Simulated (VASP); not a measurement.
# Rh (Pm-3m) in VASP: a series of runs

Rh is run at these levels: PBE; tasks: single point.

All numbers are computed with VASP 6.6.1; they aren't measurements. Logs are shortened: lines on timing, memory, paths and dates and some standing lists are left out, and cuts for length are marked.

### 1 The cell of the first run

It takes space group Pm-3m (No. 221, cubic). Conventional cell: a = 2.537 Å, b = 2.537 Å, c = 2.537 Å, α = 90.00°, β = 90.00°, γ = 90.00°. Rh (site symmetry m-3m) has 6 Rh at 2.54 Å within 3.3 Å.

### 2 Single point, PBE

INCAR

```
  ALGO = Normal
  EDIFF = 1E-7
  ENCUT = 520
  GGA = PE
  ISIF = 2
  ISMEAR = -1
  LASPH = True
  LCHARG = False
  LREAL = False
  LWAVE = False
  NBANDS = 14
  NELM = 60
  PREC = Accurate
  SIGMA = 0.1
```

KPOINTS

```
k-points
0
Gamma
  14 14 14
```

POSCAR

```
Rh
1.0
    2.5373058005      0.0000000000      0.0000000000
    0.0000000000      2.5373058005      0.0000000000
    0.0000000000      0.0000000000      2.5373058005
Rh
1
Direct
    0.0000000000      0.0000000000      0.0000000000
```

Potentials or basis: VASP PAW PBE potentials, release 64 (Rh_pv).

Command:

```
$ cat potpaw_PBE.64/Rh_pv/POTCAR > POTCAR
$ mpirun -np 1 vasp_std > vasp.out
```

OUTCAR:

```text
EDIFF = 1E-7
   ENCUT = 520
   GGA = PE
   ISIF = 2
   ISMEAR = -1
   LASPH = True
   LREAL = False
   NELM = 60
   PREC = Accurate

 ion  position               nearest neighbor table
   1  0.000  0.000  0.000-

  LATTYP: Found a simple cubic cell.
 ALAT       =     2.5373058005

  Lattice vectors:

 A1 = (   2.5373058005,   0.0000000000,   0.0000000000)
 A2 = (   0.0000000000,   2.5373058005,   0.0000000000)
 A3 = (   0.0000000000,   0.0000000000,   2.5373058005)

Analysis of symmetry for initial positions (statically):
=====================================================================
 Subroutine PRICEL returns:
 Original cell was already a primitive cell.

 Routine SETGRP: Setting up the symmetry group for a
 simple cubic supercell.

 Subroutine GETGRP returns: Found 48 space group operations
 (whereof 48 operations were pure point group operations)
 out of a pool of 48 trial point group operations.

The static configuration has the point symmetry O_h .

Analysis of symmetry for dynamics (positions and initial velocities):
=====================================================================
 Subroutine PRICEL returns:
 Original cell was already a primitive cell.

 Routine SETGRP: Setting up the symmetry group for a
 simple cubic supercell.

 Subroutine GETGRP returns: Found 48 space group operations
 (whereof 48 operations were pure point group operations)
 out of a pool of 48 trial point group operations.

The dynamic configuration has the point symmetry O_h .

 Subroutine INISYM returns: Found 48 space group operations
 (whereof 48 operations are pure point group operations),
 and found     1 'primitive' translations

----------------------------------------------------------------------------------------

                                     Primitive cell

  volume of cell :      16.3350

  direct lattice vectors                    reciprocal lattice vectors
     2.537305800  0.000000000  0.000000000     0.394118833  0.000000000  0.000000000
     0.000000000  2.537305800  0.000000000     0.000000000  0.394118833  0.000000000
     0.000000000  0.000000000  2.537305800     0.000000000  0.000000000  0.394118833

  length of vectors
     2.537305800  2.537305800  2.537305800     0.394118833  0.394118833  0.394118833

  position of ions in fractional coordinates (direct lattice)
     0.000000000  0.000000000  0.000000000

  ion indices of the primitive-cell ions
   primitive index   ion index
                 1           1

----------------------------------------------------------------------------------------

 KPOINTS: k-points

Automatic generation of k-mesh.
 Grid dimensions read from file:
 generate k-points for:   14   14   14

 Generating k-lattice:

  Cartesian coordinates                     Fractional coordinates (reciprocal lattice)
     0.028151345  0.000000000  0.000000000     0.071428571  0.000000000  0.000000000
     0.000000000  0.028151345  0.000000000     0.000000000  0.071428571  0.000000000
     0.000000000  0.000000000  0.028151345     0.000000000  0.000000000  0.071428571

  Length of vectors
     0.028151345  0.028151345  0.028151345

  Shift w.r.t. Gamma in fractional coordinates (k-lattice)
     0.000000000  0.000000000  0.000000000

 Subroutine IBZKPT returns following result:
 ===========================================

 Found    120 irreducible k-points:

 Following reciprocal coordinates:
            Coordinates               Weight
  0.000000  0.000000  0.000000      1.000000
  0.071429  0.000000  0.000000      6.000000
  0.142857  0.000000  0.000000      6.000000
  0.214286  0.000000  0.000000      6.000000
  0.285714  0.000000  0.000000      6.000000
  0.357143  0.000000  0.000000      6.000000
[... 16 lines left out ...]
  0.285714  0.214286  0.000000     24.000000
  0.357143  0.214286  0.000000     24.000000
 [... further k-points ...]
   k-points           NKPTS =    120   k-points in BZ     NKDIM =    120   number of bands    NBANDS=     14
   number of dos      NEDOS =    301   number of ions     NIONS =      1
   total plane-waves  NPLWV =   8000
   dimension x,y,z NGX =    20 NGY =   20 NGZ =   20
   dimension x,y,z NGXF=    40 NGYF=   40 NGZF=   40
   ions per type =               1
   NGX,Y,Z   is equivalent  to a cutoff of  13.10, 13.10, 13.10 a.u.
   NGXF,Y,Z  is equivalent  to a cutoff of  26.21, 26.21, 26.21 a.u.
 SYSTEM =  unknown system
   PREC   = accura    normal or accurate (medium, high low for compatibility)
   ISTART =      0    job   : 0-new  1-cont  2-samecut
   ICHARG =      2    charge: 1-file 2-atom 10-const
   ISPIN  =      1    spin polarized calculation?
   LNONCOLLINEAR =      F non collinear calculations
   LSORBIT =      F    spin-orbit coupling
   LASPH  =      T    aspherical Exc in radial PAW
   ENCUT  =  520.0 eV  38.22 Ry    6.18 a.u.   4.72  4.72  4.72*2*pi/ulx,y,z
   NELM   =     60;   NELMIN=  2; NELMDL= -5     # of ELM steps
   EDIFF  = 0.1E-06   stopping-criterion for ELM
   LREAL  =      F    real-space projection
   EDIFFG = 0.1E-05   stopping-criterion for IOM
   NSW    =      0    number of steps for IOM
   IBRION =     -1    ionic relax: 0-MD 1-quasi-New 2-CG
   NFREE  =      0    steps in history (QN), initial steepest desc. (CG)
   ISIF   =      2    stress and relaxation
   ISYM   =      2    0-nonsym 1-usesym 2-fastsym
   POTIM  = 0.5000    time-step for ionic-motion
   TEBEG  =    0.0;   TEEND  =   0.0 temperature during run
   PSTRESS=    0.0 pullay stress
   NELECT =      15.0000    total number of electrons
   NUPDOWN=      -1.0000    fix difference up-down
   EMIN   =  10.00;   EMAX   =-10.00  energy-range for DOS
   EFERMI =   0.00;   METHOD = LEGACY
   ISMEAR =    -1;   SIGMA  =   0.10  broadening in eV -4-tet -1-fermi 0-gaus
   EFERMI_NEDOS =   21; number of points for ismear=-14 and -15
   IALGO  =     38    algorithm
   IMIX   =      4    mixing-type and parameters
     AMIX     =   0.40;   BMIX     =  1.00
     AMIX_MAG =   1.60;   BMIX_MAG =  1.00
  volume/ion in A,a.u.               =      16.33       110.23
  Fermi-wavevector in a.u.,A,eV,Ry     =   1.591228  3.006985 34.450045  2.532007
  Thomas-Fermi vector in A             =   2.689801
   LORBIT       =      0    0 simple, 1 ext, 2 COOP (PROOUT), +10 PAW based schemes
   GGA     = PE    functional components
   LHFCALC =     F    Hartree Fock is set to
   AEXX    =    0.0000 exact exchange contribution
   IVDW    =     0    specifies the selected vdW correction
   LEPSILON=     F    determine dielectric tensor
   LRPA    =     F    only Hartree local field effects (RPA)
 non-spin polarized calculation
  energy-cutoff  :      520.00
  volume of cell :       16.33
 maximum number of plane-waves:       466
 NGX is ok and might be reduce to    20
   NGX =  9   NGY =  9   NGZ =  9

 number of electron      15.0000000 magnetization

 Free energy of the ion-electron system (eV)
  ---------------------------------------------------
  ext. energy  EPLUGINS =         0.00000000
  ---------------------------------------------------
  free energy    TOTEN  =        -6.50049492 eV

  energy without entropy =       -6.44475228  energy(sigma->0) =       -6.47262360

 E-fermi :   9.1706     XC(G=0): -12.7907

 val. band max:        9.1659670635   @ k =   0.3571   0.1429   0.1429
 cond. band min:       9.1723685526   @ k =   0.5000   0.0000   0.0000
 fundamental gap:      0.0064014891
 Fermi energy:         9.1706339671

 k-point     1 :       0.0000    0.0000    0.0000
  band No.  band energies     occupation
      1     -36.8329      2.00000
      2     -36.8329      2.00000
      3     -36.8329      2.00000
      4       2.4509      2.00000
      5       4.1124      2.00000
      6       4.1124      2.00000
      7       9.9104      0.00122
      8       9.9104      0.00122
      9       9.9104      0.00122
     10      25.9507      0.00000
     11      25.9507      0.00000
     12      25.9507      0.00000
     13      30.3788      0.00000
     14      33.1825      0.00000

 k-point     2 :       0.0714    0.0000    0.0000
  band No.  band energies     occupation
      1     -36.8685      2.00000
      2     -36.8300      2.00000
      3     -36.8300      2.00000
      4       2.5964      2.00000
      5       4.1410      2.00000
      6       4.2457      2.00000
      7       9.7866      0.00422
      8       9.7866      0.00422
      9       9.9201      0.00111
     10      24.9489      0.00000
     11      26.2068      0.00000
     12      26.2068      0.00000
     13      30.3812      0.00000
     14      32.5451      0.00000

 k-point     3 :       0.1429    0.0000    0.0000
  band No.  band energies     occupation
      1     -36.9674      2.00000
      2     -36.8217      2.00000
      3     -36.8217      2.00000
      4       2.9832      2.00000
      5       4.2220      2.00000
      6       4.6687      2.00000
      7       9.4547      0.11037
      8       9.4547      0.11037
      9       9.9473      0.00085
     10      22.9363      0.00000
     11      26.9280      0.00000
     12      26.9280      0.00000
     13      30.3829      0.00000
     14      31.1983      0.00000

 k-point     4 :       0.2143    0.0000    0.0000
  band No.  band energies     occupation
      1     -37.1086      2.00000
      2     -36.8097      2.00000
      3     -36.8097      2.00000
      4       3.4882      2.00000
      5       4.3419      2.00000
      6       5.4233      2.00000
      7       9.0085      1.67006
      8       9.0085      1.67006
      9       9.9869      0.00057
     10      20.7946      0.00000
     11      27.9987      0.00000
     12      27.9987      0.00000
     13      29.7586      0.00000
     14      30.3840      0.00000

 k-point     5 :       0.2857    0.0000    0.0000
  band No.  band energies     occupation
      1     -37.2630      2.00000
      2     -36.7963      2.00000
      3     -36.7963      2.00000
      4       3.9976      2.00000
      5       4.4789      2.00000
      6       6.4783      2.00000
      7       8.5513      1.99592
      8       8.5513      1.99592
      9      10.0312      0.00037
     10      18.8016      0.00000
     11      28.4871      0.00000
[... 276 lines left out ...]
 k-point    22 :       0.2143    0.2143    0.0000
  band No.  band energies     occupation
      1     -37.0883      2.00000
      2     -37.0745      2.00000
      3     -36.7868      2.00000
      4       4.2741      2.00000
      5       5.2814      2.00000
      6       5.9441      2.00000
      7       8.3554      1.99942
      8       9.0361      1.58684
      9       9.2131      0.79087
     10      21.7269      0.00000
     11      22.8033      0.00000
     12      29.9544      0.00000
     13      30.0711      0.00000
     14      30.3925      0.00000

 k-point    23 :       0.2857    0.2143    0.0000
  band No.  band energies     occupation
      1     -37.2339      2.00000
      2     -37.0655      2.00000
      3     -36.7736      2.00000
      4       4.5683      2.00000
      5       5.4641      2.00000
      6       6.5305      2.00000
      7       8.5711      1.99503
      8       8.6693      1.98680
      9       9.2052      0.82880
     10      19.9184      0.00000
     11      23.4074      0.00000
     12      29.3404      0.00000
     13      30.3904      0.00000
     14      31.3552      0.00000

 k-point    24 :       0.3571    0.2143    0.0000
  band No.  band energies     occupation
      1     -37.3689      2.00000
      2     -37.0515      2.00000
      3     -36.7618      2.00000
      4       4.8196      2.00000
      5       5.4918      2.00000
      6       6.7355      2.00000
      7       8.3060      1.99965
      8       9.2568      0.59418
      9       9.6366      0.01876
     10      17.9574      0.00000
     11      24.3966      0.00000
     12      28.6484      0.00000
     13      30.3894      0.00000
     14      32.2284      0.00000

 [... further k-points ...]

------------------------ aborting loop because EDIFF is reached ----------------------------------------

  FORCE on cell =-STRESS in cart. coord.  units (eV):
  Direction    XX          YY          ZZ          XY          YZ          ZX
  --------------------------------------------------------------------------------------
  -------------------------------------------------------------------------------------
  Total       -0.0078376     -0.0078376     -0.0078376     -0.0000000     -0.0000000      0.0000000
  in kB       -0.7687342     -0.7687342     -0.7687342     -0.0000000     -0.0000000      0.0000000
  external PRESSURE =      -0.7687342 kB  Pullay stress =       0.0000000 kB

 VOLUME and BASIS-vectors are now :
 -----------------------------------------------------------------------------
  energy-cutoff  :      520.00
  volume of cell :       16.33
      direct lattice vectors                 reciprocal lattice vectors
     2.537305800  0.000000000  0.000000000     0.394118833  0.000000000  0.000000000
     0.000000000  2.537305800  0.000000000     0.000000000  0.394118833  0.000000000
     0.000000000  0.000000000  2.537305800     0.000000000  0.000000000  0.394118833

 POSITION                                       TOTAL-FORCE (eV/Angst)
 -----------------------------------------------------------------------------------
      0.00000      0.00000      0.00000         0.000000      0.000000      0.000000
 -----------------------------------------------------------------------------------
    total drift:                                0.000000      0.000000      0.000000

  FREE ENERGIE OF THE ION-ELECTRON SYSTEM (eV)
  ---------------------------------------------------
  free  energy   TOTEN  =        -6.5004949236 eV

  energy  without entropy=       -6.4447522789  energy(sigma->0) =       -6.47262360
```

Wall time 9.6 s (1 thread of Intel Xeon 6975P-C (Granite Rapids), shared host); peak memory 0.14 GiB.

What came out:

```
Free energy : -6.5005 eV
Pressure    : -0.1 GPa
```

Levels at points of the mesh, in eV from the Fermi level:
```tsv
k point	band 3	band 4	band 5	band 6	band 7	band 8	band 9	band 10	band 11	band 12
(0.00, 0.00, 0.00)	-46.00	-6.72	-5.06	-5.06	0.74	0.74	0.74	16.78	16.78	16.78
(0.50, 0.00, 0.00)	-45.94	-4.44	-4.29	-1.34	-1.34	0.00	0.94	6.13	17.51	21.21
(0.50, 0.50, 0.00)	-45.89	-5.51	-3.61	-0.94	-0.94	2.28	5.62	5.62	13.19	13.47
(0.50, 0.50, 0.50)	-46.53	-4.39	-4.39	-4.39	2.41	2.41	10.19	12.02	12.02	12.02
```

### 3 Single point, PBE (volume scaled by 1.04)

INCAR

```
SYSTEM = Rh
  PREC = Accurate
  ENCUT = 520
  EDIFF = 1E-7
  ISMEAR = -1
  SIGMA = 0.1
  LREAL = .FALSE.
  LASPH = .TRUE.
  NELM = 100
  ALGO = Normal
  ISIF = 2
  LWAVE = .FALSE.
  LCHARG = .FALSE.
  GGA = PE
  NBANDS = 14
```

KPOINTS

```
regular mesh
0
G
  14 14 14
  0 0 0
```

POSCAR

```
Rh
1.0
    2.5706952321      0.0000000000      0.0000000000
    0.0000000000      2.5706952321      0.0000000000
    0.0000000000      0.0000000000      2.5706952321
Rh
1
Direct
    0.0000000000      0.0000000000      0.0000000000
```

Potentials or basis: VASP PAW PBE potentials, release 64 (Rh_pv).

Command:

```
$ cat potpaw_PBE.64/Rh_pv/POTCAR > POTCAR
$ mpirun -np 1 vasp_std > vasp.out
```

Wall time 9.3 s (1 thread of Intel Xeon 6975P-C (Granite Rapids), shared host); peak memory 0.14 GiB.

The run converged. Its results:

```yaml
Free_energy: -6.4869 eV
Pressure: -6.5 GPa
```

Levels at points of the mesh, in eV from the Fermi level:
```
           k point  band 3  band 4  band 5  band 6  band 7  band 8  band 9  band 10  band 11  band 12
(0.00, 0.00, 0.00)  -45.95   -6.47   -4.78   -4.78    0.69    0.69    0.69    16.49    16.49    16.49
(0.50, 0.00, 0.00)  -45.89   -4.20   -4.10   -1.26   -1.26    0.10    0.87     5.84    17.44    20.91
(0.50, 0.50, 0.00)  -45.84   -5.19   -3.43   -0.89   -0.89    2.13    5.53     5.53    12.88    12.90
(0.50, 0.50, 0.50)  -46.41   -4.13   -4.13   -4.13    2.25    2.25   10.27    11.66    11.66    11.66
```

### 4 Single point, PBE (volume scaled by 1.08)

INCAR

```
ALGO = Normal
EDIFF = 1E-6
ENCUT = 520
GGA = PE
ISIF = 2
ISMEAR = -1
LASPH = T
LCHARG = T
LELF = T
LREAL = F
LVHAR = T
LWAVE = F
NBANDS = 14
NELM = 60
PREC = Accurate
SIGMA = 0.1
```

KPOINTS

```
k-points
0
Gamma
  14 14 14
```

POSCAR

```
Rh
1.0
    2.6032391329      0.0000000000      0.0000000000
    0.0000000000      2.6032391329      0.0000000000
    0.0000000000      0.0000000000      2.6032391329
Rh
1
Direct
    0.0000000000      0.0000000000      0.0000000000
```

Command:

```
$ cat potpaw_PBE.64/Rh_pv/POTCAR > POTCAR
$ mpirun -np 1 vasp_std > vasp.out
```

Run time: 8.2 s. Hardware: 1 thread of Intel Xeon 6975P-C (Granite Rapids), shared host; peak memory 0.14 GiB.

The run converged. Its results:

```
Free energy : -6.4500 eV
Pressure    : -11.5 GPa
```

Levels at points of the mesh, in eV from the Fermi level:
```
           k point  band 3  band 4  band 5  band 6  band 7  band 8  band 9  band 10  band 11  band 12
(0.00, 0.00, 0.00)  -45.89   -6.23   -4.53   -4.53    0.64    0.64    0.64    16.21    16.21    16.21
(0.50, 0.00, 0.00)  -45.85   -3.98   -3.92   -1.19   -1.19    0.20    0.81     5.58    17.35    20.61
(0.50, 0.50, 0.00)  -45.80   -4.89   -3.27   -0.84   -0.84    2.00    5.44     5.44    12.33    12.63
(0.50, 0.50, 0.50)  -46.31   -3.89   -3.89   -3.89    2.12    2.12   10.33    11.32    11.32    11.32
```

### 5 Single point, PBE (volume scaled by 1.12)

Changes to INCAR since step 4:

```diff
@@ -13,3 +13,3 @@
 NBANDS = 14
-NELM = 60
+NELM = 80
 PREC = Accurate
```

KPOINTS is that of step 4.

POSCAR

```
Rh
1.0
    2.6349890807      0.0000000000      0.0000000000
    0.0000000000      2.6349890807      0.0000000000
    0.0000000000      0.0000000000      2.6349890807
Rh
1
Direct
    0.0000000000      0.0000000000      0.0000000000
```

Command:

```
$ cat potpaw_PBE.64/Rh_pv/POTCAR > POTCAR
$ mpirun -np 1 vasp_std > vasp.out
```

Run time: 8.4 s. Hardware: 1 thread of Intel Xeon 6975P-C (Granite Rapids), shared host; peak memory 0.14 GiB.

Results (log left out):

| Quantity | Value |
| --- | --- |
| Free energy | -6.3950 eV |
| Pressure | -15.4 GPa |

Levels at points of the mesh, in eV from the Fermi level:
```
           k point  band 4  band 5  band 6  band 7  band 8  band 9  band 10  band 11
(0.00, 0.00, 0.00)   -6.00   -4.29   -4.29    0.60    0.60    0.60    15.94    15.94
(0.50, 0.00, 0.00)   -3.78   -3.75   -1.12   -1.12    0.29    0.76     5.33    17.27
(0.50, 0.50, 0.00)   -4.61   -3.11   -0.79   -0.79    1.88    5.36     5.36    11.83
(0.50, 0.50, 0.50)   -3.67   -3.67   -3.67    1.99    1.99   10.37    11.02    11.02
```

### 6 Single point, PBE

INCAR

```
SYSTEM = Rh
  ALGO = Normal
  EDIFF = 1E-6
  ENCUT = 520
  GGA = PE
  ISIF = 2
  ISMEAR = -1
  LASPH = .TRUE.
  LCHARG = .FALSE.
  LREAL = .FALSE.
  LWAVE = .FALSE.
  NBANDS = 14
  NELM = 60
  PREC = Accurate
  SIGMA = 0.1
```

KPOINTS

```
k-points
0
G
  20 20 20
  0 0 0
```

POSCAR

```
Rh
1.0
    2.5373058005      0.0000000000      0.0000000000
    0.0000000000      2.5373058005      0.0000000000
    0.0000000000      0.0000000000      2.5373058005
Rh
1
Direct
    0.0000000000      0.0000000000      0.0000000000
```

Potentials or basis: VASP PAW PBE potentials, release 64 (Rh_pv).

Command:

```
$ cat potpaw_PBE.64/Rh_pv/POTCAR > POTCAR
$ mpirun -np 1 vasp_std > vasp.out
```

Wall time 20 s (1 thread of Intel Xeon 6975P-C (Granite Rapids), shared host); peak memory 0.17 GiB.

It converged, with:

- Free energy: -6.4960 eV
- Pressure: 0.0 GPa

Levels at points of the mesh, in eV from the Fermi level:
```tsv
k point	band 4	band 5	band 6	band 7	band 8	band 9	band 10	band 11
(0.00, 0.00, 0.00)	-6.71	-5.05	-5.05	0.75	0.75	0.75	16.79	16.79
(0.50, 0.00, 0.00)	-4.43	-4.28	-1.34	-1.34	0.01	0.95	6.14	17.52
(0.50, 0.50, 0.00)	-5.51	-3.60	-0.94	-0.94	2.28	5.63	5.63	13.20
(0.50, 0.50, 0.50)	-4.38	-4.38	-4.38	2.42	2.42	10.20	12.03	12.03
```

### 7 Overview

```csv
cell,k mesh,gap on the mesh (eV),pressure (GPa)
"a = 2.537 Å, 1 atom",14 × 14 × 14,none,-0.1
"a = 2.571 Å, 1 atom",14 × 14 × 14,none,-6.5
"a = 2.603 Å, 1 atom",14 × 14 × 14,none,-11.5
"a = 2.635 Å, 1 atom",14 × 14 × 14,none,-15.4
"a = 2.537 Å, 1 atom",20 × 20 × 20,none,0.0
```

Alike in all rows: task single point; level PBE; potentials or basis VASP PAW PBE potentials, release 64 (Rh_pv); no spin polarisation; cutoff (eV) 520; smearing fermi-dirac 0.1 eV.

Absolute energies hang on the potentials; compare differences alone.
